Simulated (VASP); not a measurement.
# Y (P6_3/mmc) in VASP: a series of runs, part 2 of 2

VASP 6.6.1. The steps go on from the part before.

**3. Single point, PBE**

This run uses another cell than the first one, of 32.90 Å³/atom.

INCAR

```
SYSTEM = Y
PREC = Accurate
ENCUT = 520
EDIFF = 1E-7
ISMEAR = 1
SIGMA = 0.1
LREAL = .FALSE.
LASPH = .TRUE.
NELM = 100
ALGO = Normal
ISIF = 2
LWAVE = .FALSE.
LCHARG = .FALSE.
GGA = PE
NBANDS = 18
```

KPOINTS

```
regular mesh
0
G
  13 13 7
  0 0 0
```

POSCAR

```
Y
1.0
    3.6433999635      0.0000000000      0.0000000000
   -1.8216999817      3.1552769245      0.0000000000
    0.0000000000      0.0000000000      5.7243154087
Y
2
Direct
    0.3333333333      0.6666666667      0.2500000000
    0.6666666667      0.3333333333      0.7500000000
```

Potentials or basis: VASP PAW PBE potentials, release 64 (Y_sv).

The run is started by

```sh
cat potpaw_PBE.64/Y_sv/POTCAR > POTCAR
mpirun -np 1 vasp_std > vasp.out
```

OUTCAR:

```text
SYSTEM = Y
   PREC = Accurate
   ENCUT = 520
   EDIFF = 1E-7
   ISMEAR = 1
   LREAL = .FALSE.
   LASPH = .TRUE.
   NELM = 100
   ISIF = 2
   GGA = PE

 ion  position               nearest neighbor table
   1  0.333  0.667  0.250-   2 3.55   2 3.55   2 3.55   2 3.55   2 3.55   2 3.55
   2  0.667  0.333  0.750-   1 3.55   1 3.55   1 3.55   1 3.55   1 3.55   1 3.55

  LATTYP: Found a hexagonal cell.
 ALAT       =     3.6433999635
 C/A-ratio  =     1.5711465845

  Lattice vectors:

 A1 = (   3.6433999635,   0.0000000000,   0.0000000000)
 A2 = (  -1.8216999817,   3.1552769245,   0.0000000000)
 A3 = (   0.0000000000,   0.0000000000,   5.7243154087)

Analysis of symmetry for initial positions (statically):
=====================================================================
 Subroutine PRICEL returns:
 Original cell was already a primitive cell.

 Routine SETGRP: Setting up the symmetry group for a
 hexagonal supercell.

 Subroutine GETGRP returns: Found 24 space group operations
 (whereof 12 operations were pure point group operations)
 out of a pool of 24 trial point group operations.

The static configuration has the point symmetry D_3d.
 The point group associated with its full space group is D_6h.

Analysis of symmetry for dynamics (positions and initial velocities):
=====================================================================
 Subroutine PRICEL returns:
 Original cell was already a primitive cell.

 Routine SETGRP: Setting up the symmetry group for a
 hexagonal supercell.

 Subroutine GETGRP returns: Found 24 space group operations
 (whereof 12 operations were pure point group operations)
 out of a pool of 24 trial point group operations.

The dynamic configuration has the point symmetry D_3d.
 The point group associated with its full space group is D_6h.

 Subroutine INISYM returns: Found 24 space group operations
 (whereof 12 operations are pure point group operations),
 and found     1 'primitive' translations

----------------------------------------------------------------------------------------

                                     Primitive cell

  volume of cell :      65.8064

  direct lattice vectors                    reciprocal lattice vectors
     3.643399963  0.000000000  0.000000000     0.274468905  0.158464696  0.000000000
    -1.821699982  3.155276924  0.000000000     0.000000000  0.316929393  0.000000000
     0.000000000  0.000000000  5.724315409     0.000000000  0.000000000  0.174693379

  length of vectors
     3.643399963  3.643399963  5.724315409     0.316929393  0.316929393  0.174693379

  position of ions in fractional coordinates (direct lattice)
     0.333333333  0.666666667  0.250000000
     0.666666667  0.333333333  0.750000000

  ion indices of the primitive-cell ions
   primitive index   ion index
                 1           1
                 2           2

----------------------------------------------------------------------------------------

 KPOINTS: regular mesh

Automatic generation of k-mesh.
 Grid dimensions read from file:
 generate k-points for:   13   13    7

 Generating k-lattice:

  Cartesian coordinates                     Fractional coordinates (reciprocal lattice)
     0.021112993  0.012189592  0.000000000     0.076923077  0.000000000  0.000000000
     0.000000000  0.024379184  0.000000000     0.000000000  0.076923077  0.000000000
     0.000000000  0.000000000  0.024956197     0.000000000  0.000000000  0.142857143

  Length of vectors
     0.024379184  0.024379184  0.024956197

  Shift w.r.t. Gamma in fractional coordinates (k-lattice)
     0.000000000  0.000000000  0.000000000

 Subroutine IBZKPT returns following result:
 ===========================================

 Found     84 irreducible k-points:

 Following reciprocal coordinates:
            Coordinates               Weight
  0.000000  0.000000  0.000000      1.000000
  0.076923  0.000000  0.000000      6.000000
  0.153846  0.000000  0.000000      6.000000
  0.230769  0.000000  0.000000      6.000000
  0.307692  0.000000  0.000000      6.000000
  0.384615  0.000000  0.000000      6.000000
[... 16 lines left out ...]
  0.076923  0.000000  0.142857     12.000000
  0.153846  0.000000  0.142857     12.000000
 [... further k-points ...]
   k-points           NKPTS =     84   k-points in BZ     NKDIM =     84   number of bands    NBANDS=     18
   number of dos      NEDOS =    301   number of ions     NIONS =      2
   total plane-waves  NPLWV =  37632
   dimension x,y,z NGX =    28 NGY =   28 NGZ =   48
   dimension x,y,z NGXF=    56 NGYF=   56 NGZF=   96
   ions per type =               2
   NGX,Y,Z   is equivalent  to a cutoff of  12.78, 12.78, 13.94 a.u.
   NGXF,Y,Z  is equivalent  to a cutoff of  25.55, 25.55, 27.88 a.u.
 SYSTEM =  Y
   PREC   = accura    normal or accurate (medium, high low for compatibility)
   ISTART =      0    job   : 0-new  1-cont  2-samecut
   ICHARG =      2    charge: 1-file 2-atom 10-const
   ISPIN  =      1    spin polarized calculation?
   LNONCOLLINEAR =      F non collinear calculations
   LSORBIT =      F    spin-orbit coupling
   LASPH  =      T    aspherical Exc in radial PAW
   ENCUT  =  520.0 eV  38.22 Ry    6.18 a.u.   6.77  6.77 10.64*2*pi/ulx,y,z
   NELM   =    100;   NELMIN=  2; NELMDL= -5     # of ELM steps
   EDIFF  = 0.1E-06   stopping-criterion for ELM
   LREAL  =      F    real-space projection
   EDIFFG = 0.1E-05   stopping-criterion for IOM
   NSW    =      0    number of steps for IOM
   IBRION =     -1    ionic relax: 0-MD 1-quasi-New 2-CG
   NFREE  =      0    steps in history (QN), initial steepest desc. (CG)
   ISIF   =      2    stress and relaxation
   ISYM   =      2    0-nonsym 1-usesym 2-fastsym
   POTIM  = 0.5000    time-step for ionic-motion
   TEBEG  =    0.0;   TEEND  =   0.0 temperature during run
   PSTRESS=    0.0 pullay stress
   NELECT =      22.0000    total number of electrons
   NUPDOWN=      -1.0000    fix difference up-down
   EMIN   =  10.00;   EMAX   =-10.00  energy-range for DOS
   EFERMI =   0.00;   METHOD = LEGACY
   ISMEAR =     1;   SIGMA  =   0.10  broadening in eV -4-tet -1-fermi 0-gaus
   EFERMI_NEDOS =   21; number of points for ismear=-14 and -15
   IALGO  =     38    algorithm
   IMIX   =      4    mixing-type and parameters
     AMIX     =   0.40;   BMIX     =  1.00
     AMIX_MAG =   1.60;   BMIX_MAG =  1.00
  volume/ion in A,a.u.               =      32.90       222.04
  Fermi-wavevector in a.u.,A,eV,Ry     =   1.136213  2.147131 17.564850  1.290980
  Thomas-Fermi vector in A             =   2.272918
   LORBIT       =      0    0 simple, 1 ext, 2 COOP (PROOUT), +10 PAW based schemes
   GGA     = PE    functional components
   LHFCALC =     F    Hartree Fock is set to
   AEXX    =    0.0000 exact exchange contribution
   IVDW    =     0    specifies the selected vdW correction
   LEPSILON=     F    determine dielectric tensor
   LRPA    =     F    only Hartree local field effects (RPA)
 non-spin polarized calculation
 Methfessel and Paxton  Order N= 1 SIGMA  =   0.10
  energy-cutoff  :      520.00
  volume of cell :       65.81
 maximum number of plane-waves:      1789
 NGX is ok and might be reduce to    28
   NGX = 13   NGY = 13   NGZ = 21

 number of electron      22.0000001 magnetization

 Free energy of the ion-electron system (eV)
  ---------------------------------------------------
  ext. energy  EPLUGINS =         0.00000000
  ---------------------------------------------------
  free energy    TOTEN  =       -12.86140347 eV

  energy without entropy =      -12.85855577  energy(sigma->0) =      -12.86045424

 E-fermi :   2.9951     XC(G=0):  -9.4207

 val. band max:        2.9894934213   @ k =   0.4615   0.0769   0.4286
 cond. band min:       2.9968779705   @ k =   0.3077   0.1538   0.4286
 fundamental gap:      0.0073845492
 Fermi energy:         2.9950670819

 k-point     1 :       0.0000    0.0000    0.0000
  band No.  band energies     occupation
      1     -39.7045      2.00000
      2     -39.6323      2.00000
      3     -19.9741      2.00000
      4     -19.5045      2.00000
      5     -19.5045      2.00000
      6     -19.4165      2.00000
[... 10 lines left out ...]
     17       5.7821      0.00000
     18       5.7821      0.00000
[... 463 lines left out ...]
 k-point    24 :       0.1538    0.0000    0.1429
  band No.  band energies     occupation
      1     -39.6901      2.00000
      2     -39.6317      2.00000
      3     -19.9121      2.00000
      4     -19.5773      2.00000
      5     -19.5262      2.00000
      6     -19.5184      2.00000
[... 10 lines left out ...]
     17       5.8655      0.00000
     18       5.9340      0.00000

 [... further k-points ...]

------------------------ aborting loop because EDIFF is reached ----------------------------------------

  FORCE on cell =-STRESS in cart. coord.  units (eV):
  Direction    XX          YY          ZZ          XY          YZ          ZX
  --------------------------------------------------------------------------------------
  -------------------------------------------------------------------------------------
  Total        0.0524302      0.0524302     -0.2502808      0.0000000     -0.0000000      0.0000000
  in kB        1.2765094      1.2765094     -6.0935488      0.0000000     -0.0000000      0.0000000
  external PRESSURE =      -1.1801767 kB  Pullay stress =       0.0000000 kB

 VOLUME and BASIS-vectors are now :
 -----------------------------------------------------------------------------
  energy-cutoff  :      520.00
  volume of cell :       65.81
      direct lattice vectors                 reciprocal lattice vectors
     3.643399963  0.000000000  0.000000000     0.274468905  0.158464696  0.000000000
    -1.821699982  3.155276924  0.000000000     0.000000000  0.316929393  0.000000000
     0.000000000  0.000000000  5.724315409     0.000000000  0.000000000  0.174693379

 POSITION                                       TOTAL-FORCE (eV/Angst)
 -----------------------------------------------------------------------------------
     -0.00000      2.10352      1.43108         0.000000      0.000000      0.000000
      1.82170      1.05176      4.29324        -0.000000     -0.000000      0.000000
 -----------------------------------------------------------------------------------
    total drift:                               -0.000000      0.000000     -0.000000

  FREE ENERGIE OF THE ION-ELECTRON SYSTEM (eV)
  ---------------------------------------------------
  free  energy   TOTEN  =       -12.8614034709 eV

  energy  without entropy=      -12.8585557663  energy(sigma->0) =      -12.86045424
```

stdout:

```text
POSCAR found type information on POSCAR Y
 POSCAR found :  1 types and       2 ions
 scaLAPACK will be used
 LDA part: xc-table for (Slater+PW92), standard interpolation
 POSCAR, INCAR and KPOINTS ok, starting setup
 FFT: planning ... GRIDC
 FFT: planning ... GRID_SOFT
 FFT: planning ... GRID
 WAVECAR not read
 entering main loop
```

It took 62 s on 1 thread of Intel Xeon 6975P-C (Granite Rapids), shared host; peak memory 0.25 GiB.

Results:

- Free energy: -12.8614 eV
- Pressure: -0.1 GPa
- Band gap on the k mesh: zero (bands 11 and 12 overlap by 1.33 eV)

Stress tensor (GPa, compression positive):
```
 0.13  0.00  0.00
 0.00  0.13  0.00
 0.00  0.00 -0.61
```

Levels at points of the mesh, in eV from the Fermi level:
```csv
k point,band 9,band 10,band 11,band 12,band 13,band 14
"(0.00, 0.00, 0.00)",-4.69,-1.86,0.87,1.75,1.75,2.03
```

**4. Single point, PBE**

This run uses another cell than the first one, of 32.90 Å³/atom.

INCAR

```
  PREC = Accurate
  ENCUT = 520
  EDIFF = 1E-7
  ISMEAR = 1
  SIGMA = 0.1
  LREAL = F
  LASPH = T
  NELM = 60
  ALGO = Normal
  ISIF = 2
  LWAVE = F
  LCHARG = T
  GGA = PE
  LELF = T
  LVHAR = T
  NBANDS = 18
```

KPOINTS

```
Automatic mesh
0
Gamma
  13 13 7
```

POSCAR is that of step 3.

Potentials or basis: VASP PAW PBE potentials, release 64 (Y_sv).

The run is started by

```sh
cat potpaw_PBE.64/Y_sv/POTCAR > POTCAR
mpirun -np 1 vasp_std > vasp.out
```

OUTCAR:

```text
PREC = Accurate
   ENCUT = 520
   EDIFF = 1E-7
   ISMEAR = 1
   LREAL = F
   LASPH = T
   NELM = 60
   ISIF = 2
   GGA = PE

 ion  position               nearest neighbor table
   1  0.333  0.667  0.250-   2 3.55   2 3.55   2 3.55   2 3.55   2 3.55   2 3.55
   2  0.667  0.333  0.750-   1 3.55   1 3.55   1 3.55   1 3.55   1 3.55   1 3.55

  LATTYP: Found a hexagonal cell.
 ALAT       =     3.6433999635
 C/A-ratio  =     1.5711465845

  Lattice vectors:

 A1 = (   3.6433999635,   0.0000000000,   0.0000000000)
 A2 = (  -1.8216999817,   3.1552769245,   0.0000000000)
 A3 = (   0.0000000000,   0.0000000000,   5.7243154087)

Analysis of symmetry for initial positions (statically):
=====================================================================
 Subroutine PRICEL returns:
 Original cell was already a primitive cell.

 Routine SETGRP: Setting up the symmetry group for a
 hexagonal supercell.

 Subroutine GETGRP returns: Found 24 space group operations
 (whereof 12 operations were pure point group operations)
 out of a pool of 24 trial point group operations.

The static configuration has the point symmetry D_3d.
 The point group associated with its full space group is D_6h.

Analysis of symmetry for dynamics (positions and initial velocities):
=====================================================================
 Subroutine PRICEL returns:
 Original cell was already a primitive cell.

 Routine SETGRP: Setting up the symmetry group for a
 hexagonal supercell.

 Subroutine GETGRP returns: Found 24 space group operations
 (whereof 12 operations were pure point group operations)
 out of a pool of 24 trial point group operations.

The dynamic configuration has the point symmetry D_3d.
 The point group associated with its full space group is D_6h.

 Subroutine INISYM returns: Found 24 space group operations
[... 113 lines left out ...]
   EFERMI_NEDOS =   21; number of points for ismear=-14 and -15
   IALGO  =     38    algorithm
   IMIX   =      4    mixing-type and parameters
     AMIX     =   0.40;   BMIX     =  1.00
     AMIX_MAG =   1.60;   BMIX_MAG =  1.00
  volume/ion in A,a.u.               =      32.90       222.04
  Fermi-wavevector in a.u.,A,eV,Ry     =   1.136213  2.147131 17.564850  1.290980
  Thomas-Fermi vector in A             =   2.272918
   LORBIT       =      0    0 simple, 1 ext, 2 COOP (PROOUT), +10 PAW based schemes
   GGA     = PE    functional components
   LHFCALC =     F    Hartree Fock is set to
   AEXX    =    0.0000 exact exchange contribution
   IVDW    =     0    specifies the selected vdW correction
   LEPSILON=     F    determine dielectric tensor
   LRPA    =     F    only Hartree local field effects (RPA)
 non-spin polarized calculation
 Methfessel and Paxton  Order N= 1 SIGMA  =   0.10
  energy-cutoff  :      520.00
  volume of cell :       65.81
 maximum number of plane-waves:      1789
 NGX is ok and might be reduce to    28
   NGX = 13   NGY = 13   NGZ = 21

 number of electron      22.0000001 magnetization

 Free energy of the ion-electron system (eV)
  ---------------------------------------------------
  ext. energy  EPLUGINS =         0.00000000
  ---------------------------------------------------
  free energy    TOTEN  =       -12.86140347 eV

  energy without entropy =      -12.85855577  energy(sigma->0) =      -12.86045424

 E-fermi :   2.9951     XC(G=0):  -9.4207

 val. band max:        2.9894934213   @ k =   0.4615   0.0769   0.4286
 cond. band min:       2.9968779705   @ k =   0.3077   0.1538   0.4286
 fundamental gap:      0.0073845492
 Fermi energy:         2.9950670819

 k-point     1 :       0.0000    0.0000    0.0000
  band No.  band energies     occupation
      1     -39.7045      2.00000
      2     -39.6323      2.00000
      3     -19.9741      2.00000
      4     -19.5045      2.00000
      5     -19.5045      2.00000
      6     -19.4165      2.00000
[... 481 lines left out ...]
      5     -19.5262      2.00000
      6     -19.5184      2.00000
[... 10 lines left out ...]
     17       5.8655      0.00000
     18       5.9340      0.00000

 [... further k-points ...]

------------------------ aborting loop because EDIFF is reached ----------------------------------------

  FORCE on cell =-STRESS in cart. coord.  units (eV):
  Direction    XX          YY          ZZ          XY          YZ          ZX
  --------------------------------------------------------------------------------------
  -------------------------------------------------------------------------------------
  Total        0.0524302      0.0524302     -0.2502808      0.0000000     -0.0000000      0.0000000
  in kB        1.2765094      1.2765094     -6.0935488      0.0000000     -0.0000000      0.0000000
  external PRESSURE =      -1.1801767 kB  Pullay stress =       0.0000000 kB

 VOLUME and BASIS-vectors are now :
 -----------------------------------------------------------------------------
  energy-cutoff  :      520.00
  volume of cell :       65.81
      direct lattice vectors                 reciprocal lattice vectors
     3.643399963  0.000000000  0.000000000     0.274468905  0.158464696  0.000000000
    -1.821699982  3.155276924  0.000000000     0.000000000  0.316929393  0.000000000
     0.000000000  0.000000000  5.724315409     0.000000000  0.000000000  0.174693379

 POSITION                                       TOTAL-FORCE (eV/Angst)
 -----------------------------------------------------------------------------------
     -0.00000      2.10352      1.43108         0.000000      0.000000      0.000000
      1.82170      1.05176      4.29324        -0.000000     -0.000000      0.000000
 -----------------------------------------------------------------------------------
    total drift:                               -0.000000      0.000000     -0.000000

  FREE ENERGIE OF THE ION-ELECTRON SYSTEM (eV)
  ---------------------------------------------------
  free  energy   TOTEN  =       -12.8614034709 eV

  energy  without entropy=      -12.8585557663  energy(sigma->0) =      -12.86045424
```

Run time: 78 s. Hardware: 1 thread of Intel Xeon 6975P-C (Granite Rapids), shared host; peak memory 0.25 GiB.

What came out:

- Free energy: -12.8614 eV
- Pressure: -0.1 GPa
- Band gap on the k mesh: zero (bands 11 and 12 overlap by 1.33 eV)

Levels at points of the mesh, in eV from the Fermi level:
```
           k point  band 7  band 8  band 9  band 10  band 11  band 12  band 13  band 14  band 15  band 16
(0.00, 0.00, 0.00)  -22.41  -22.38   -4.69    -1.86     0.87     1.75     1.75     2.03     2.35     2.35
```

**5. Single point, PBE**

This run uses another cell than the first one, of 33.40 Å³/atom.

INCAR, as its differences from that of step 4:

```diff
@@ -11,6 +11,4 @@
   LWAVE = F
-  LCHARG = T
+  LCHARG = F
   GGA = PE
-  LELF = T
-  LVHAR = T
   NBANDS = 18
```

KPOINTS

```
regular mesh
0
Gamma
  13 13 7
```

POSCAR

```
Y
1.0
    3.6615266298      0.0000000000      0.0000000000
   -1.8307633149      3.1709750781      0.0000000000
    0.0000000000      0.0000000000      5.7527950586
Y
2
Direct
    0.3333333333      0.6666666667      0.2500000000
    0.6666666667      0.3333333333      0.7500000000
```

The run is started by

```sh
cat potpaw_PBE.64/Y_sv/POTCAR > POTCAR
mpirun -np 1 vasp_std > vasp.out
```

It took 60 s on 1 thread of Intel Xeon 6975P-C (Granite Rapids), shared host; peak memory 0.25 GiB.

It converged, with:

```
Free energy            : -12.8589 eV
Pressure               : -0.7 GPa
Band gap on the k mesh : zero (bands 11 and 12 overlap by 1.29 eV)
```

Stress tensor (GPa, compression positive):
```
-0.46  0.00  0.00
 0.00 -0.46  0.00
 0.00  0.00 -1.20
```

Levels at points of the mesh, in eV from the Fermi level:
```tsv
k point	band 9	band 10	band 11	band 12	band 13	band 14
(0.00, 0.00, 0.00)	-4.67	-1.84	0.82	1.73	1.73	2.01
```

**6. Overview**

| cell | gap on the mesh (eV) | pressure (GPa) |
| --- | --- | --- |
| a = 3.625, b = 3.625, c = 5.696 Å, angles 90.0, 90.0, 120.0°, 2 atoms | none | 0.5 |
| a = 3.643, b = 3.643, c = 5.724 Å, angles 90.0, 90.0, 120.0°, 2 atoms | none | -0.1 |
| a = 3.662, b = 3.662, c = 5.753 Å, angles 90.0, 90.0, 120.0°, 2 atoms | none | -0.7 |

Alike in all rows: task single point; level PBE; potentials or basis VASP PAW PBE potentials, release 64 (Y_sv); no spin polarisation; k mesh 13 × 13 × 7; cutoff (eV) 520; smearing methfessel-paxton 0.1 eV.

Absolute energies hang on the potentials; compare differences alone.
